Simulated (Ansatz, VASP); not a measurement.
**Two plane-wave programs on Te2Mo**

```
Te Mo
1.0
     3.49640    0.00000    0.00000
    -1.74820    3.02797    0.00000
     0.00000    0.00000   13.70084
Te Mo
4 2
Direct
  0.33333 0.66667 0.61734
  0.66667 0.33333 0.11734
  0.33333 0.66667 0.88266
  0.66667 0.33333 0.38266
  0.33333 0.66667 0.25000
  0.66667 0.33333 0.75000
```

Alike in both runs: functional PBE; dispersion D3(BJ); k mesh 12 × 12 × 2; occupations gaussian, width 0.02 eV; no spin polarisation.

Ansatz relaxed the structure, and its values are those at the end. VASP's run is a single point on that final structure, the one shown.

|  | VASP | Ansatz |
| --- | --- | --- |
| version | VASP 6.6.1 | Ansatz 0.2.0 |
| potentials or method | VASP PAW PBE potentials, release 64 (Te, Mo_sv), cutoff 520 eV | scalar-relativistic, plane waves, PAW |
| valence electrons in the cell | 52 | 92 |

Ansatz gave:

* gap on the k mesh at the Fermi level (eV): 0.65
* least direct gap on the mesh (eV): 1.03
* pressure (GPa): 0.0
* rms of the force components (eV/Å): 0.002

**Question.** What did VASP give for the same quantities?

**Answer.** gap on the k mesh at the Fermi level (eV): 0.65; least direct gap on the mesh (eV): 1.04; pressure (GPa): 0.0; rms of the force components (eV/Å): 0.005.

VASP's potentials hold 52 valence electrons a cell and Ansatz's 92, so a difference there can come from the potentials and not from the codes. Ansatz's warnings: relaxed geometry near dispersion switch.

Spin-orbit coupling is off throughout.
